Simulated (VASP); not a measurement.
# Si8GeSb3S2 in VASP: notebook

Runs on Si8GeSb3S2. Level: PBE+D3(BJ). Tasks: single point.

All numbers are computed with VASP 6.6.1; they aren't measurements. Logs are shortened: lines on timing, memory, paths and dates and some standing lists are left out, and cuts for length are marked.

**1. The cell of the first run**

The cell holds a disordered packing, 14 atoms: a = 6.985 Å, b = 6.848 Å, c = 7.102 Å, α = 93.62°, β = 90.10°, γ = 90.67°.

**2. Single point, PBE+D3(BJ)**

Contents of INCAR:

```
PREC = Accurate ; ENCUT = 410
EDIFF = 1E-6 ; ISMEAR = -1
SIGMA = 0.0655 ; LREAL = False
LASPH = True ; NELM = 120
ALGO = Normal ; ISIF = 2
LWAVE = False ; LCHARG = False
GGA = PE ; IVDW = 12
ISYM = -1 ; NBANDS = 50
GGA_COMPAT = False
```

Contents of KPOINTS:

```
explicit points
1
Reciprocal
  0.25000000   0.25000000   0.25000000 1
```

Contents of POSCAR:

```
Si8GeSb3S2
1.0
    6.9844320000     -0.0408370000     -0.0068710000
   -0.0408370000      6.8442120000     -0.2202700000
   -0.0068710000     -0.2202700000      7.0988770000
Ge S Sb Si
1 2 3 8
Direct
    0.4772653234      0.4937020928      0.8024865130
    0.6404375358      0.5147082960      0.5334414503
    0.2837962559      0.6218997006      0.2129432319
    0.0470615427      0.2277607286      0.5911919893
    0.1020198536      0.3217379134     -0.0027770324
    0.9339007871      1.0035469710      0.2092410002
    0.1874958336      0.7200452995      0.5245830660
    0.5255807014      0.7669132810      0.0792070708
    0.8425786723      0.7082738741      0.6733607082
    0.5286766896      0.0757444342      0.2979497692
    0.3545465716      1.0116974591      0.5700380058
    0.7077878030      0.0159675638      0.5694532227
    0.4214200175      1.0761877480      0.9495236292
    0.8382991807      0.6373691257     -0.0134798432
```

Potentials or basis: VASP PAW PBE potentials, release 64 (Ge_d, S, Sb, Si).

Run with:

```console
$ cat potpaw_PBE.64/Ge_d/POTCAR potpaw_PBE.64/S/POTCAR potpaw_PBE.64/Sb/POTCAR potpaw_PBE.64/Si/POTCAR > POTCAR
$ mpirun -np 1 vasp_std > vasp.out
```

OUTCAR:

```text
PREC = Accurate
   ENCUT = 410
   EDIFF = 1E-6
   ISMEAR = -1
   LREAL = False
   LASPH = True
   NELM = 120
   ISIF = 2
   GGA = PE
   IVDW = 12
   ISYM = -1
 IVDW          = 12

 ion  position               nearest neighbor table
   1  0.477  0.494  0.802-   2 2.24   8 2.64  14 2.97   5 3.21
   2  0.640  0.515  0.533-   9 2.13   1 2.24
   3  0.284  0.622  0.213-   8 2.20   7 2.37   5 2.78
   4  0.047  0.228  0.591-  11 2.62  12 2.76   5 2.94   6 3.13
   5  0.102  0.322  0.997-   3 2.78  13 2.82  14 2.86   4 2.94   6 2.96   1 3.21
   6  0.934  0.004  0.209-  10 2.94  14 2.95   5 2.96  12 3.01   4 3.13   8 3.36
   7  0.187  0.720  0.525-  11 2.31   3 2.37   9 2.63
   8  0.526  0.767  0.079-   3 2.20  14 2.44  13 2.48  10 2.54   1 2.64   6 3.36
   9  0.843  0.708  0.673-   2 2.13  14 2.31  12 2.47   7 2.63
  10  0.529  0.076  0.298-  11 2.35  12 2.36   8 2.54  13 2.58   6 2.94
  11  0.355  0.012  0.570-   7 2.31  10 2.35  12 2.47   4 2.62  13 2.74
  12  0.708  0.016  0.569-  10 2.36  11 2.47   9 2.47   4 2.76   6 3.01
  13  0.421  0.076  0.950-   8 2.48  10 2.58  11 2.74   5 2.82
  14  0.838  0.637  0.987-   9 2.31   8 2.44   5 2.86   6 2.95   1 2.97

IMPORTANT INFORMATION: All symmetrisations will be switched off!
NOSYMM: (Re-)initialisation of all symmetry stuff for point group C_1.

----------------------------------------------------------------------------------------

                                     Primitive cell

  volume of cell :     338.9960

  direct lattice vectors                    reciprocal lattice vectors
     6.984432000 -0.040837000 -0.006871000     0.143180754  0.000859628  0.000165258
    -0.040837000  6.844212000 -0.220270000     0.000859628  0.146260071  0.004539114
    -0.006871000 -0.220270000  7.098877000     0.000165258  0.004539114  0.141008355

  length of vectors
     6.984554763  6.847877367  7.102296864     0.143183430  0.146333014  0.141081491

  position of ions in fractional coordinates (direct lattice)
     0.477265323  0.493702093  0.802486513
     0.640437536  0.514708296  0.533441450
     0.283796256  0.621899701  0.212943232
     0.047061543  0.227760729  0.591191989
     0.102019854  0.321737913  0.997222968
     0.933900787  0.003546971  0.209241000
     0.187495834  0.720045300  0.524583066
     0.525580701  0.766913281  0.079207071
     0.842578672  0.708273874  0.673360708
     0.528676690  0.075744434  0.297949769
     0.354546572  0.011697459  0.570038006
     0.707787803  0.015967564  0.569453223
     0.421420017  0.076187748  0.949523629
     0.838299181  0.637369126  0.986520157

  ion indices of the primitive-cell ions
   primitive index   ion index
                 1           1
                 2           2
                 3           3
                 4           4
                 5           5
                 6           6
                 7           7
                 8           8
                 9           9
                10          10
                11          11
                12          12
                13          13
                14          14

----------------------------------------------------------------------------------------

 KPOINTS: explicit points

Read explicit list of k-points.

 Found      1 k-points:

 Following reciprocal coordinates:
            Coordinates               Weight
  0.250000  0.250000  0.250000      1.000000
   k-points           NKPTS =      1   k-points in BZ     NKDIM =      1   number of bands    NBANDS=     50
   number of dos      NEDOS =    301   number of ions     NIONS =     14
   total plane-waves  NPLWV = 110592
   dimension x,y,z NGX =    48 NGY =   48 NGZ =   48
   dimension x,y,z NGXF=    96 NGYF=   96 NGZF=   96
   ions per type =               1   2   3   8
   NGX,Y,Z   is equivalent  to a cutoff of  11.42, 11.65, 11.24 a.u.
   NGXF,Y,Z  is equivalent  to a cutoff of  22.85, 23.31, 22.47 a.u.
 SYSTEM =  unknown system
   PREC   = accura    normal or accurate (medium, high low for compatibility)
[... 27 lines left out ...]
     AMIX     =   0.40;   BMIX     =  1.00
     AMIX_MAG =   1.60;   BMIX_MAG =  1.00
  volume/ion in A,a.u.               =      24.21       163.40
  Fermi-wavevector in a.u.,A,eV,Ry     =   0.981260  1.854313 13.100668  0.962872
  Thomas-Fermi vector in A             =   2.112253
   LORBIT       =      0    0 simple, 1 ext, 2 COOP (PROOUT), +10 PAW based schemes
   GGA     = PE    functional components
   LHFCALC =     F    Hartree Fock is set to
   AEXX    =    0.0000 exact exchange contribution
   IVDW    =    12    specifies the selected vdW correction
   LEPSILON=     F    determine dielectric tensor
   LRPA    =     F    only Hartree local field effects (RPA)
 non-spin polarized calculation
  energy-cutoff  :      410.00
  volume of cell :      339.00
 maximum number of plane-waves:      6389
 NGX is ok and might be reduce to    48
   NGX = 23   NGY = 23   NGZ = 23

 number of electron      73.0000010 magnetization

 Free energy of the ion-electron system (eV)
  ---------------------------------------------------
  ext. energy  EPLUGINS =         0.00000000
  ---------------------------------------------------
  free energy    TOTEN  =       -63.74735263 eV

  energy without entropy =      -63.65424179  energy(sigma->0) =      -63.70079721

 E-fermi :   5.1992     XC(G=0):  -9.2047

 val. band max:        5.1986141692   @ k =   0.2500   0.2500   0.2500
 cond. band min:       5.8979951841   @ k =   0.2500   0.2500   0.2500
 fundamental gap:      0.6993810149
 Fermi energy:         5.1992436926

 k-point     1 :       0.2500    0.2500    0.2500
  band No.  band energies     occupation
      1     -19.5042      2.00000
      2     -19.4920      2.00000
      3     -19.4883      2.00000
      4     -19.4641      2.00000
      5     -19.4636      2.00000
      6      -8.8614      2.00000
[... 40 lines left out ...]
     47       8.1193      0.00000
     48       8.4732      0.00000
 [bands above 48 left out]

------------------------ aborting loop because EDIFF is reached ----------------------------------------

 Edisp (eV)   -4.62117

 E8    (eV) :    -1.9471

  FORCE on cell =-STRESS in cart. coord.  units (eV):
  Direction    XX          YY          ZZ          XY          YZ          ZX
  --------------------------------------------------------------------------------------
  -------------------------------------------------------------------------------------
  Total      -4.99337    -2.65473    -2.87661     7.41643     3.61057     6.72676
  in kB     -23.59986   -12.54690   -13.59553    35.05185    17.06444    31.79232
  external pressure =      -16.58 kB  Pullay stress =        0.00 kB

 VOLUME and BASIS-vectors are now :
 -----------------------------------------------------------------------------
  energy-cutoff  :      410.00
  volume of cell :      339.00
      direct lattice vectors                 reciprocal lattice vectors
     6.984432000 -0.040837000 -0.006871000     0.143180754  0.000859628  0.000165258
    -0.040837000  6.844212000 -0.220270000     0.000859628  0.146260071  0.004539114
    -0.006871000 -0.220270000  7.098877000     0.000165258  0.004539114  0.141008355

 POSITION                                       TOTAL-FORCE (eV/Angst)
 -----------------------------------------------------------------------------------
      3.30775      3.18275      5.58473        -1.104738     -0.202937      0.197634
      4.44841      3.37912      3.66906         0.374194     -0.301582     -1.178966
      1.95530      4.19792      1.37272        -0.515068     -0.249100      0.714620
      0.31533      1.42670      4.14631        -0.069685      0.567738      0.070219
      0.69256      1.97822      7.00759        -0.459037      0.000422      0.202810
      6.52118     -0.05995      1.47818         0.250703     -0.554347     -0.563438
      1.27654      4.80494      3.56406         0.211974     -0.562786     -0.374499
      3.63902      5.21001      0.38974         0.078582      0.783298      0.185344
      5.85138      4.66485      4.61830         0.169652      1.112437     -1.316084
      3.68737      0.43119      2.09479         0.037685     -0.084730     -0.968489
      2.47191     -0.05998      4.04162         0.306093     -0.013882      0.456748
      4.93893     -0.04505      4.03410         0.782772     -0.436263      0.728158
      2.93374      0.29508      6.72087         0.013666     -0.211616      0.119061
      5.82224      4.11075      6.85703        -0.076793      0.153349      1.726883
 -----------------------------------------------------------------------------------
    total drift:                                0.000530      0.001236     -0.000614

  FREE ENERGIE OF THE ION-ELECTRON SYSTEM (eV)
  ---------------------------------------------------
  free  energy   TOTEN  =       -68.3685208372 eV

  energy  without entropy=      -68.2754099941  energy(sigma->0) =      -68.32196542
```

Run time: 24 s. Hardware: 1 thread of Intel Xeon 6975P-C (Granite Rapids), shared host; peak memory 0.31 GiB.

Results:

```yaml
Free_energy: -68.3685 eV
Pressure: -1.7 GPa
Largest_force: 1.735 eV/Å
Band_gap_on_the_k_mesh: zero (an odd number of electrons rules out a gap without spin polarisation)
Dispersion_energy_per_atom: -0.330 eV
```

Forces on the atoms (eV/Å):
```
Ge  -1.105 -0.203  0.198
S    0.374 -0.302 -1.179
S   -0.515 -0.249  0.715
Sb  -0.070  0.568  0.070
Sb  -0.459  0.000  0.203
Sb   0.251 -0.554 -0.563
Si   0.212 -0.563 -0.374
Si   0.079  0.783  0.185
Si   0.170  1.112 -1.316
Si   0.038 -0.085 -0.968
Si   0.306 -0.014  0.457
Si   0.783 -0.436  0.728
Si   0.014 -0.212  0.119
Si  -0.077  0.153  1.727
```

Caveat: the atoms stand as in a frame of molecular dynamics; spin-orbit coupling is left out, which moves the levels of the heavy elements.

**3. Single point, PBE+D3(BJ)**

Contents of INCAR:

```
  PREC = Accurate
  ENCUT = 410
  EDIFF = 1E-6
  ISMEAR = -1
  SIGMA = 0.0655
  LREAL = False
  LASPH = True
  NELM = 120
  ALGO = Normal
  ISIF = 2
  LWAVE = False
  LCHARG = False
  GGA = PE
  IVDW = 12
  ISYM = -1
  NBANDS = 50
  GGA_COMPAT = False
```

KPOINTS is that of step 2.

Contents of POSCAR:

```
Si8GeSb3S2
1.0
    6.9844320000     -0.0408370000     -0.0068710000
   -0.0408370000      6.8442120000     -0.2202700000
   -0.0068710000     -0.2202700000      7.0988770000
Ge S Sb Si
1 2 3 8
Direct
    0.4663546855      0.4906588213      0.8485743226
    0.7006557249      0.5298356540      0.5756610665
    0.3147130315      0.5654547417      0.2784591294
    0.0235409982      0.2335694867      0.5868467789
    0.0987902487      0.3509899162      0.0183960557
    0.9380705913      1.0289289577      0.2302262266
    0.2963040806      0.6817609215      0.5927276080
    0.4905618638      0.8516380680      0.1207445865
    0.8814580262      0.7478427951      0.7233283279
    0.5546552797      0.1679633961      0.2683689735
    0.3841771892      1.0358134296      0.5601718843
    0.7201939409      0.0632177192      0.7095015760
    0.4430295111      1.1241044847      0.9581486692
    0.7945700095      0.6216671982      0.0416499855
```

Potentials or basis: VASP PAW PBE potentials, release 64 (Ge_d, S, Sb, Si).

Run with:

```console
$ cat potpaw_PBE.64/Ge_d/POTCAR potpaw_PBE.64/S/POTCAR potpaw_PBE.64/Sb/POTCAR potpaw_PBE.64/Si/POTCAR > POTCAR
$ mpirun -np 1 vasp_std > vasp.out
```

Run time: 21 s. Hardware: 1 thread of Intel Xeon 6975P-C (Granite Rapids), shared host; peak memory 0.31 GiB.

It converged, with:

* Free energy: -67.6127 eV
* Pressure: -3.8 GPa
* Largest force: 2.171 eV/Å
* Band gap on the k mesh: zero (an odd number of electrons rules out a gap without spin polarisation)
* Dispersion energy per atom: -0.338 eV

Forces in eV/Å, atoms in the order of the input:
```
Ge   0.813  0.634 -0.392
S   -0.466 -0.309 -0.856
S    0.242  0.740  0.246
Sb   0.888  0.609  0.169
Sb  -0.327  0.044  0.385
Sb  -0.421 -0.158 -0.058
Si  -0.713  0.587 -0.511
Si   0.189 -2.148  0.248
Si   0.368  0.104  0.372
Si   0.590  0.052  1.172
Si   0.822 -0.131 -0.029
Si  -1.108 -0.965  0.433
Si  -0.390  0.169 -1.450
Si  -0.487  0.770  0.270
```

Stress tensor (GPa, compression positive):
```
-6.76  3.27  4.60
 3.27 -3.02  2.04
 4.60  2.04 -1.59
```

Levels at points of the mesh, in eV from the Fermi level:
```tsv
k point	band 33	band 34	band 35	band 36	band 37	band 38	band 39	band 40	band 41	band 42
(0.25, 0.25, 0.25)	-1.14	-0.92	-0.55	-0.40	0.00	0.47	0.72	0.99	1.44	1.72
```

Caveat: the atoms stand as in a frame of molecular dynamics; spin-orbit coupling is left out, which moves the levels of the heavy elements.

**4. Single point, PBE+D3(BJ)**

Contents of INCAR:

```
SYSTEM = Si8GeSb3S2
PREC     = Accurate       ! precision mode
ENCUT    = 410            ! plane-wave cutoff, eV
EDIFF    = 1E-6           ! SCF threshold, eV
ISMEAR   = -1             ! smearing method
SIGMA    = 0.0655         ! smearing width, eV
LREAL    = .False.        ! projectors in reciprocal space
LASPH    = .True.         ! aspherical terms in the spheres
NELM     = 120            ! most SCF steps
ALGO     = Normal         ! electronic algorithm
ISIF     = 2              ! what is computed and relaxed
LWAVE    = .False.        ! write WAVECAR
LCHARG   = .True.         ! write CHGCAR
GGA      = PE             ! functional
IVDW     = 12             ! dispersion correction
LELF     = .True.         ! ELF
LVHAR    = .True.       
NBANDS   = 50             ! bands
ISYM     = -1           
GGA_COMPAT= .False.
```

KPOINTS is that of step 3.

Contents of POSCAR:

```
Si8GeSb3S2
1.0
    6.9844320000     -0.0408370000     -0.0068710000
   -0.0408370000      6.8442120000     -0.2202700000
   -0.0068710000     -0.2202700000      7.0988770000
Ge S Sb Si
1 2 3 8
Direct
    0.4633648122      0.5145404589      0.7816523101
    0.7338122759      0.5635378342      0.5623267600
    0.3201772656      0.5937165829      0.2425753946
    0.0409150497      0.2903137668      0.5835888607
    0.0647098208      0.3806363367      0.0294421761
    0.9342886005      1.0294875868      0.2268976808
    0.2841221665      0.7512945066      0.5260279681
    0.5031495037      0.7956899304      0.0691172366
    0.8942369687      0.8018568774      0.6850343113
    0.5569455166      0.1572037870      0.2829802588
    0.4113379934      1.0916285277      0.5430665046
    0.6452250440      0.0468904502      0.7854139325
    0.3599023019      1.1134471116      1.0143085849
    0.8258853238      0.6659838034      0.0285406988
```

Run with:

```console
$ cat potpaw_PBE.64/Ge_d/POTCAR potpaw_PBE.64/S/POTCAR potpaw_PBE.64/Sb/POTCAR potpaw_PBE.64/Si/POTCAR > POTCAR
$ mpirun -np 1 vasp_std > vasp.out
```

Run time: 21 s. Hardware: 1 thread of Intel Xeon 6975P-C (Granite Rapids), shared host; peak memory 0.31 GiB.

Results (log left out):

| Quantity | Value |
| --- | --- |
| Free energy | -68.3308 eV |
| Pressure | -3.3 GPa |
| Largest force | 2.056 eV/Å |
| Band gap on the k mesh | zero (an odd number of electrons rules out a gap without spin polarisation) |
| Dispersion energy per atom | -0.353 eV |

Forces in eV/Å, atoms in the order of the input:
```
Ge   0.067  0.362 -0.333
S   -1.471 -1.038 -0.993
S    0.567  0.991  0.511
Sb   0.452 -0.182  0.057
Sb  -0.214 -0.854 -0.483
Sb  -0.061 -0.141  0.557
Si  -0.243  0.131  0.410
Si  -0.266 -0.568 -0.156
Si   0.956  0.499  0.565
Si   1.205  0.346 -1.464
Si  -0.762 -0.876  1.652
Si  -0.244  0.730 -0.538
Si   0.658 -0.727  0.004
Si  -0.643  1.327  0.211
```

Stress tensor (GPa, compression positive):
```
-4.74  3.76  3.62
 3.76 -3.73  1.29
 3.62  1.29 -1.38
```

Levels at points of the mesh, in eV from the Fermi level:
```
           k point  band 32  band 33  band 34  band 35  band 36  band 37  band 38  band 39  band 40  band 41
(0.25, 0.25, 0.25)    -1.51    -1.35    -1.13    -0.86    -0.66     0.00     0.52     0.63     0.84     1.18
```

Caveat: the atoms stand as in a frame of molecular dynamics; spin-orbit coupling is left out, which moves the levels of the heavy elements.

**5. Single point, PBE+D3(BJ)**

Contents of INCAR:

```
PREC = Accurate
ENCUT = 410
EDIFF = 1E-6
ISMEAR = -1
SIGMA = 0.05
LREAL = F
LASPH = T
NELM = 120
ALGO = Normal
ISIF = 2
LWAVE = F
LCHARG = F
GGA = PE
IVDW = 12
ISYM = -1
NBANDS = 50
GGA_COMPAT = F
```

KPOINTS is that of step 4.

Contents of POSCAR:

```
Si8GeSb3S2
1.0
    6.9844320000     -0.0408370000     -0.0068710000
   -0.0408370000      6.8442120000     -0.2202700000
   -0.0068710000     -0.2202700000      7.0988770000
Ge S Sb Si
1 2 3 8
Direct
    0.4624795857      0.4971980298      0.7585710398
    0.7142027253      0.5593102932      0.5483648421
    0.3142937374      0.6187088223      0.2907909948
    0.0717373441      0.2461227860      0.5981204314
    0.0910903515      0.3612098734      0.0117360226
    0.9326987849      0.0297337281      0.2517833485
    0.2242626658      0.7742975521      0.5858463854
    0.5012811109      0.7402183949      0.0671712171
    0.8643233927      0.7937657083      0.7335107424
    0.5915299492      0.1797526564      0.2720342274
    0.4120180407      0.0980765094      0.5352696333
    0.6437108330      0.0900124652      0.7656384218
    0.4129790069      0.0642080984      0.0070913606
    0.8340857035      0.6630253094      0.0678086953
```

Run with:

```console
$ cat potpaw_PBE.64/Ge_d/POTCAR potpaw_PBE.64/S/POTCAR potpaw_PBE.64/Sb/POTCAR potpaw_PBE.64/Si/POTCAR > POTCAR
$ mpirun -np 1 vasp_std > vasp.out
```

It took 22 s on 1 thread of Intel Xeon 6975P-C (Granite Rapids), shared host; peak memory 0.31 GiB.

It converged, with:

* Free energy: -68.9737 eV
* Pressure: -3.1 GPa
* Largest force: 1.014 eV/Å
* Band gap on the k mesh: zero (an odd number of electrons rules out a gap without spin polarisation)
* Dispersion energy per atom: -0.350 eV

Forces on the atoms (eV/Å):
```
Ge   0.114  0.282  0.057
S    0.100  0.585  0.468
S   -0.231 -0.252 -0.240
Sb  -0.303  0.534 -0.058
Sb  -0.039 -0.710  0.465
Sb   0.476 -0.365 -0.099
Si   0.757  0.297 -0.606
Si  -0.120  0.078  0.373
Si  -0.233 -0.491 -0.824
Si  -0.623  0.261 -0.124
Si   0.106 -0.759  0.097
Si   0.330  0.006 -0.070
Si  -0.202  0.132  0.430
Si  -0.131  0.400  0.130
```

Stress tensor (GPa, compression positive):
```
-3.62  1.30  4.28
 1.30 -4.01  0.20
 4.28  0.20 -1.72
```

Levels at points of the mesh, in eV from the Fermi level:
| k point | band 34 | band 35 | band 36 | band 37 | band 38 | band 39 | band 40 | band 41 |
| --- | --- | --- | --- | --- | --- | --- | --- | --- |
| (0.25, 0.25, 0.25) | -1.04 | -0.62 | -0.34 | 0.00 | 0.56 | 0.80 | 1.08 | 1.64 |

Caveat: the atoms stand as in a frame of molecular dynamics; spin-orbit coupling is left out, which moves the levels of the heavy elements.

**6. The runs side by side**

| cell | smearing | gap on the mesh (eV) | pressure (GPa) | largest force (eV/Å) |
| --- | --- | --- | --- | --- |
| as given, atomic positions A | fermi-dirac 0.0655 eV | none | -1.7 | 1.74 |
| as given, atomic positions B | fermi-dirac 0.0655 eV | none | -3.8 | 2.17 |
| as given, atomic positions C | fermi-dirac 0.0655 eV | none | -3.3 | 2.06 |
| as given, atomic positions D | fermi-dirac 0.05 eV | none | -3.1 | 1.01 |

Alike in all rows: task single point; level PBE+D3(BJ); potentials or basis VASP PAW PBE potentials, release 64 (Ge_d, S, Sb, Si); no spin polarisation; k mesh 1 × 1 × 1, shifted; cutoff (eV) 410.

Caveats: the atoms stand as in a frame of molecular dynamics; spin-orbit coupling is left out, which moves the levels of the heavy elements.

Absolute energies hang on the potentials; compare differences alone.

The gap in the log of VASP goes by the Fermi energy; the results here count the filled bands.